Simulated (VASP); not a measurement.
Write the native input for VASP 6.6.1 that does the following.

```yaml
Task: single point
Functional: PBE
Potentials_or_basis: VASP PAW PBE potentials, release 64 (Ga_d, Sb)
Cutoff: 520 eV
k_mesh: 18 × 18 × 18
Occupations: gaussian, width 0.15 eV
Spin: no spin polarisation
Dipole_correction: no
Further_INCAR_settings: ALGO = Normal; EDIFF = 1e-07; NBANDS = 16
```

The structure of GaSb lies in POSCAR:

```
GaSb
1.0
   -1.6609777112      2.6839142393      2.9819949305
    1.6609777112     -2.6839142393      2.9819949305
    1.6609777112      2.6839142393     -2.9819949305
Ga Sb
1 1
Direct
    0.0000000000      0.0000000000      0.0000000000
    0.5000000000      0.5000000000      0.0000000000
```

The input as run:

INCAR

```
ALGO = Normal ; EDIFF = 1E-7
ENCUT = 520 ; GGA = PE
ISIF = 2 ; ISMEAR = 0
LASPH = True ; LCHARG = False
LREAL = False ; LWAVE = False
NBANDS = 16 ; NELM = 80
PREC = Accurate ; SIGMA = 0.15
```

KPOINTS

```
k-points
0
Gamma
  18 18 18
```

Potentials or basis: VASP PAW PBE potentials, release 64 (Ga_d, Sb).

Run with:

```bash
$ cat potpaw_PBE.64/Ga_d/POTCAR potpaw_PBE.64/Sb/POTCAR > POTCAR
$ mpirun -np 1 vasp_std > vasp.out
```

It gave:

```json
{
 "Pressure": "-4.2 GPa",
 "Band gap on the k mesh": "zero (bands 9 and 10 overlap by 4.49 eV)"
}
```

Caveat: the cell stands under tension; spin-orbit coupling is left out, which moves the levels of the heavy elements.

It took 11 min on 1 thread of Intel Xeon 8259CL (shared host), peak memory 0.81 GiB.
